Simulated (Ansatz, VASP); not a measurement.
## LiF: VASP beside Ansatz

File INCAR:

```
SYSTEM = LiF
PREC = Accurate
ENCUT = 520
EDIFF = 1E-6
ISMEAR = 0
SIGMA = 0.05
LREAL = .False.
LASPH = .True.
NELM = 60
ALGO = Normal
ISIF = 2
LWAVE = .False.
LCHARG = .True.
GGA = PE
LELF = .True.
LVHAR = .True.
NBANDS = 18
```

File KPOINTS:

```
regular mesh
0
Gamma
  9 9 6
  0 0 0
```

The input POSCAR:

```
LiF
1.0
    3.2138587181      0.0000000000      0.0000000000
   -1.6069293590      2.7832832940      0.0000000000
    0.0000000000      0.0000000000      5.1939170743
Li F
2 2
Direct
    0.3333333333      0.6666666667      0.3810713234
    0.6666666667      0.3333333333      0.8810713234
    0.3333333333      0.6666666667      0.9939266766
    0.6666666667      0.3333333333      0.4939266766
```

Input for Ansatz:

```yaml
crystal:
  lattice:
    - [3.2138587181, 0.0, 0.0]
    - [-1.606929359, 2.783283294, 0.0]
    - [0.0, 0.0, 5.1939170743]
  atoms:
    - { symbol: Li, position: [0.3333333333, 0.6666666667, 0.3810713234] }
    - { symbol: Li, position: [0.6666666667, 0.3333333333, 0.8810713234] }
    - { symbol: F, position: [0.3333333333, 0.6666666667, 0.9939266766] }
    - { symbol: F, position: [0.6666666667, 0.3333333333, 0.4939266766] }
basis:
  ecutwfc: 520.0
kpoints:
  mp_grid: { grid: [9, 9, 6] }
hamiltonian:
  xc: pbe
scf:
  occupations: { method: gaussian, width: 0.05 }
output:
  forces: true
  stress: true
  eigenvalues: true
```

Alike in both runs: task single point; functional PBE; k mesh 9 × 9 × 6; occupations gaussian, width 0.05 eV; no spin polarisation.

```csv
,VASP,Ansatz
version,VASP 6.6.1,Ansatz 0.2.0
potentials or method,"VASP PAW PBE potentials, release 64 (Li_sv, F), cutoff 520 eV","scalar-relativistic, plane waves, PAW"
valence electrons in the cell,20,20
```

```tsv
	VASP	Ansatz	Ansatz less VASP
gap on the k mesh at the Fermi level (eV)	7.06	7.07	+0.008
least direct gap on the mesh (eV)	7.06	7.07	+0.008
rms of the force components (eV/Å)	0.030	0.028	-0.0018
```

Atom by atom the forces differ by 0.002 eV/Å (rms over components). The functional is the same, so the differences come from potentials, cutoffs and numerics.

Noted on VASP's run: the cutoff is short for stress, so the pressure is rough.
